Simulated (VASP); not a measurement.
# Sb (R-3m) in VASP: notebook, part 2 of 2

VASP 6.6.1. The steps go on from the part before.

## (6) Single point, PBE

The input, INCAR:

```
SYSTEM = Sb
PREC = Accurate ; ENCUT = 500
EDIFF = 1E-6 ; ISMEAR = 1
SIGMA = 0.05 ; LREAL = .False.
LASPH = .True. ; NELM = 120
ALGO = Normal ; ISIF = 2
LWAVE = .False. ; LCHARG = .False.
GGA = PE ; NBANDS = 12
GGA_COMPAT = .False.
```

The input, KPOINTS:

```
regular mesh
0
Gamma
  6 6 6
  0 0 0
```

The input, POSCAR:

```
Sb
1.0
    2.1542000000      1.2437279500      3.7580000000
   -2.1542000000      1.2437279500      3.7580000000
    0.0000000000     -2.4874559000      3.7580000000
Sb
2
Direct
    0.2334900000      0.2334900000      0.2334900000
    0.7665100000      0.7665100000      0.7665100000
```

Potentials or basis: VASP PAW PBE potentials, release 64 (Sb).

Run with:

```sh
$ cat potpaw_PBE.64/Sb/POTCAR > POTCAR
$ mpirun -np 1 vasp_std > vasp.out
```

OUTCAR:

```text
SYSTEM = Sb
   PREC = Accurate
   ENCUT = 500
   EDIFF = 1E-6
   ISMEAR = 1
   LREAL = .False.
   LASPH = .True.
   NELM = 120
   ISIF = 2
   GGA = PE

 ion  position               nearest neighbor table
   1  0.233  0.233  0.233-   2 2.91   2 2.91   2 2.91   2 3.35   2 3.35   2 3.35
   2  0.767  0.767  0.767-   1 2.91   1 2.91   1 2.91   1 3.35   1 3.35   1 3.35

  LATTYP: Found a trigonal (rhomboedric) cell.
 ALAT       =     4.5066618304
 COS(alpha) =     0.5430253623

  Lattice vectors:

 A1 = (   2.1542000000,   1.2437279500,   3.7580000000)
 A2 = (  -2.1542000000,   1.2437279500,   3.7580000000)
 A3 = (   0.0000000000,  -2.4874559000,   3.7580000000)

Analysis of symmetry for initial positions (statically):
=====================================================================
 Subroutine PRICEL returns:
 Original cell was already a primitive cell.

 Routine SETGRP: Setting up the symmetry group for a
 trigonal (rhombohedral) supercell.

 Subroutine GETGRP returns: Found 12 space group operations
 (whereof 12 operations were pure point group operations)
 out of a pool of 12 trial point group operations.

The static configuration has the point symmetry D_3d.

Analysis of symmetry for dynamics (positions and initial velocities):
[... 167 lines left out ...]
 k-point     1 :       0.0000    0.0000    0.0000
  band No.  band energies     occupation
      1      -5.4362      2.00000
      2       2.4905      2.00000
      3       5.2193      2.00000
      4       5.4866      2.00000
      5       5.4866      2.00000
      6       9.3553      0.00000
      7       9.9834      0.00000
      8       9.9834      0.00000
      9      12.3674      0.00000
     10      12.3674      0.00000
     11      12.5239      0.00000
     12      13.8734      0.00000
[... 331 lines left out ...]
 k-point    24 :      -0.3333    0.5000    0.1667
  band No.  band energies     occupation
      1      -2.7778      2.00000
      2      -1.4049      2.00000
      3       1.9744      2.00000
      4       2.8653      2.00000
      5       5.4463      2.00000
      6       9.2224      0.00000
      7      10.5674      0.00000
      8      12.9454      0.00000
      9      13.2296      0.00000
     10      14.3284      0.00000
     11      17.0541      0.00000
     12      17.9089      0.00000

 [... further k-points ...]
[... 5 lines left out ...]
  --------------------------------------------------------------------------------------
  -------------------------------------------------------------------------------------
  Total        1.1249845      1.1249845      0.9944220      0.0000000     -0.0000000      0.0000000
  in kB       29.8358003     29.8358003     26.3731428      0.0000000     -0.0000000      0.0000000
  external PRESSURE =      28.6815812 kB  Pullay stress =       0.0000000 kB

 VOLUME and BASIS-vectors are now :
 -----------------------------------------------------------------------------
  energy-cutoff  :      500.00
  volume of cell :       60.41
      direct lattice vectors                 reciprocal lattice vectors
     2.154200000  1.243727950  3.758000000     0.232104726  0.134005726  0.088699663
    -2.154200000  1.243727950  3.758000000    -0.232104726  0.134005726  0.088699663
     0.000000000 -2.487455900  3.758000000     0.000000000 -0.268011452  0.088699663

 POSITION                                       TOTAL-FORCE (eV/Angst)
 -----------------------------------------------------------------------------------
      0.00000      0.00000      2.63237         0.000000      0.000000      0.104281
      0.00000      0.00000      8.64163         0.000000      0.000000     -0.104281
 -----------------------------------------------------------------------------------
    total drift:                                0.000000     -0.000000     -0.000000

  FREE ENERGIE OF THE ION-ELECTRON SYSTEM (eV)
  ---------------------------------------------------
  free  energy   TOTEN  =        -8.2677044414 eV

  energy  without entropy=       -8.2673722751  energy(sigma->0) =       -8.26759372
```

OSZICAR:

```text
N       E                     dE             d eps       ncg     rms          rms(c)
DAV:   1     0.337617401804E+02    0.33762E+02   -0.33579E+03   768   0.621E+02
DAV:   2    -0.639096915162E+01   -0.40153E+02   -0.38897E+02   996   0.109E+02
DAV:   3    -0.825230656801E+01   -0.18613E+01   -0.18501E+01   904   0.255E+01
DAV:   4    -0.826936544490E+01   -0.17059E-01   -0.17056E-01   916   0.290E+00
DAV:   5    -0.826958448064E+01   -0.21904E-03   -0.21903E-03   908   0.359E-01    0.302E+00
DAV:   6    -0.826822354132E+01    0.13609E-02   -0.22372E-03   904   0.321E-01    0.182E+00
DAV:   7    -0.826755419362E+01    0.66935E-03   -0.56868E-03   896   0.496E-01    0.765E-02
DAV:   8    -0.826768149525E+01   -0.12730E-03   -0.15231E-04   940   0.778E-02    0.180E-02
DAV:   9    -0.826770267382E+01   -0.21179E-04   -0.23953E-05   860   0.295E-02    0.398E-03
DAV:  10    -0.826770422171E+01   -0.15479E-05   -0.17753E-06   920   0.763E-03    0.970E-04
DAV:  11    -0.826770444135E+01   -0.21964E-06   -0.80523E-08   536   0.176E-03
   1 F= -.82677044E+01 E0= -.82675937E+01  d E =-.332166E-03
```

stdout:

```text
POSCAR found type information on POSCAR Sb
 POSCAR found :  1 types and       2 ions
 scaLAPACK will be used
 LDA part: xc-table for (Slater+PW92), standard interpolation
 POSCAR, INCAR and KPOINTS ok, starting setup
 FFT: planning ... GRIDC
 FFT: planning ... GRID_SOFT
 FFT: planning ... GRID
 WAVECAR not read
 entering main loop
```

It took 19 s on 1 thread of Intel Xeon 6975P-C (Granite Rapids), shared host; peak memory 0.19 GiB.

What came out:

| Quantity | Value |
| --- | --- |
| Free energy | -8.2677 eV |
| Pressure | 2.9 GPa |
| Largest force | 0.104 eV/Å |
| Band gap on the k mesh | zero (band 5 reaches 7.35 eV, above the bottom of band 6 at 7.08 eV) |

Forces in eV/Å, atoms in the order of the input:
```
Sb   0.000  0.000  0.104
Sb   0.000  0.000 -0.104
```

Levels at points of the mesh, in eV from the Fermi level:
| k point | band 2 | band 3 | band 4 | band 5 | band 6 | band 7 | band 8 | band 9 |
| --- | --- | --- | --- | --- | --- | --- | --- | --- |
| (0.00, 0.00, 0.00) | -4.86 | -2.13 | -1.86 | -1.86 | 2.00 | 2.63 | 2.63 | 5.02 |
| (0.50, 0.00, 0.00) | -9.70 | -2.01 | -1.89 | -0.35 | -0.27 | 0.13 | 0.44 | 7.50 |
| (0.50, 0.50, 0.00) | -8.07 | -5.50 | -3.82 | -3.73 | 1.46 | 4.88 | 5.46 | 6.88 |
| (0.50, 0.50, 0.50) | -9.04 | -1.38 | -1.38 | -0.54 | 0.07 | 0.07 | 1.06 | 6.93 |

Caveat: spin-orbit coupling is left out, which moves the levels of the heavy elements.

## (7) Single point, PBE

The input, INCAR:

```
PREC     = Accurate       # precision mode
ENCUT    = 500            # plane-wave cutoff, eV
EDIFF    = 1E-6           # SCF threshold, eV
ISMEAR   = 1              # smearing method
SIGMA    = 0.05           # smearing width, eV
LREAL    = False          # projectors in reciprocal space
LASPH    = True           # aspherical terms in the spheres
NELM     = 120            # most SCF steps
ALGO     = Normal         # electronic algorithm
ISIF     = 2              # what is computed and relaxed
LWAVE    = False          # write WAVECAR
LCHARG   = False          # write CHGCAR
GGA      = PE             # functional
NBANDS   = 12             # bands
GGA_COMPAT= False
```

The input, KPOINTS:

```
Automatic mesh
0
Gamma
  8 8 8
```

POSCAR is that of step 6.

Run with:

```sh
$ cat potpaw_PBE.64/Sb/POTCAR > POTCAR
$ mpirun -np 1 vasp_std > vasp.out
```

Run time: 32 s. Hardware: 1 thread of Intel Xeon 6975P-C (Granite Rapids), shared host; peak memory 0.21 GiB.

The run converged. Its results:

```yaml
Free_energy: -8.2562 eV
Pressure: 2.8 GPa
Largest_force: 0.185 eV/Å
Band_gap_on_the_k_mesh: zero (band 5 reaches 7.38 eV, above the bottom of band 6 at 7.08 eV)
```

Forces in eV/Å, atoms in the order of the input:
```
Sb   0.000  0.000  0.185
Sb   0.000  0.000 -0.185
```

Stress tensor (GPa, compression positive):
```
3.03 0.00 0.00
0.00 3.03 0.00
0.00 0.00 2.28
```

Levels at points of the mesh, in eV from the Fermi level:
| k point | band 1 | band 2 | band 3 | band 4 | band 5 | band 6 | band 7 | band 8 | band 9 | band 10 |
| --- | --- | --- | --- | --- | --- | --- | --- | --- | --- | --- |
| (0.00, 0.00, 0.00) | -12.82 | -4.89 | -2.16 | -1.90 | -1.90 | 1.97 | 2.60 | 2.60 | 4.99 | 4.99 |
| (0.50, 0.00, 0.00) | -10.46 | -9.73 | -2.04 | -1.92 | -0.38 | -0.30 | 0.10 | 0.41 | 7.47 | 8.11 |
| (0.50, 0.50, 0.00) | -10.46 | -8.10 | -5.53 | -3.85 | -3.76 | 1.43 | 4.85 | 5.43 | 6.85 | 8.59 |
| (0.50, 0.50, 0.50) | -11.29 | -9.07 | -1.42 | -1.42 | -0.57 | 0.04 | 0.04 | 1.04 | 6.90 | 8.55 |

Caveat: spin-orbit coupling is left out, which moves the levels of the heavy elements.

## (8) Overview

| k mesh | gap on the mesh (eV) | pressure (GPa) | largest force (eV/Å) |
| --- | --- | --- | --- |
| 2 × 2 × 2 | 0.16 | 9.4 | 1.85 |
| 3 × 3 × 3 | 1.29 | 3.5 | 0.09 |
| 4 × 4 × 4 | 0.09 | 2.8 | 0.01 |
| 5 × 5 × 5 | 0.38 | 2.7 | 0.07 |
| 6 × 6 × 6 | none | 2.9 | 0.10 |
| 8 × 8 × 8 | none | 2.8 | 0.18 |

Alike in all rows: task single point; level PBE; potentials or basis VASP PAW PBE potentials, release 64 (Sb); no spin polarisation; cell as given; cutoff (eV) 500; smearing methfessel-paxton 0.05 eV.

Caveats: some runs use coarse meshes; spin-orbit coupling is left out, which moves the levels of the heavy elements; forces of over 1 eV/Å act on the atoms, so gaps and moduli don't describe the material at rest (some runs).

Total energies depend on the potentials used, so only differences within one code and one set of settings carry meaning.
